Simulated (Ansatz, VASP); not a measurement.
Sc3SbP2: VASP beside Ansatz

```xyz
6
Lattice="3.9024 0.0000 0.0000 0.0000 3.9024 0.0000 0.0000 0.0000 7.8334" Properties=species:S:1:pos:R:3 pbc="T T T"
Sc    0.0000    0.0000    0.0000
Sc    1.9512    0.0000    5.0562
Sc    0.0000    1.9512    2.7772
Sb    1.9512    1.9512    0.0000
P     1.9512    0.0000    2.4521
P     0.0000    1.9512    5.3812
```

Change from the starting cell: species swapped into the Mn3CoAs2 type (P-4m2, No. 115).

Alike in both runs: functional PBE; k mesh 10 × 10 × 6; occupations gaussian, width 0.1 eV; no spin polarisation.

Ansatz relaxed the structure, and its values are those at the end. VASP's run is a single point on that final structure, the one shown.

|  | VASP | Ansatz |
| --- | --- | --- |
| version | VASP 6.6.1 | Ansatz 0.2.0 |
| potentials or method | VASP PAW PBE potentials, release 64 (Sc_sv, Sb, P), cutoff 520 eV | scalar-relativistic, plane waves, PAW |
| valence electrons in the cell | 48 | 58 |

|  | VASP | Ansatz | Ansatz less VASP |
| --- | --- | --- | --- |
| gap on the k mesh at the Fermi level (eV) | none | none | - |
| pressure (GPa) | 0.1 | 0.0 | -0.10 |
| rms of the force components (eV/Å) | 0.010 | 0.003 | -0.0069 |

A gap of «none» marks a metal or a gap that the smearing closes. The functional is the same, so the differences come from potentials, cutoffs and numerics. VASP's potentials hold 48 valence electrons a cell and Ansatz's 58, so a difference there can come from the potentials and not from the codes.

Neither program's run includes spin-orbit coupling.
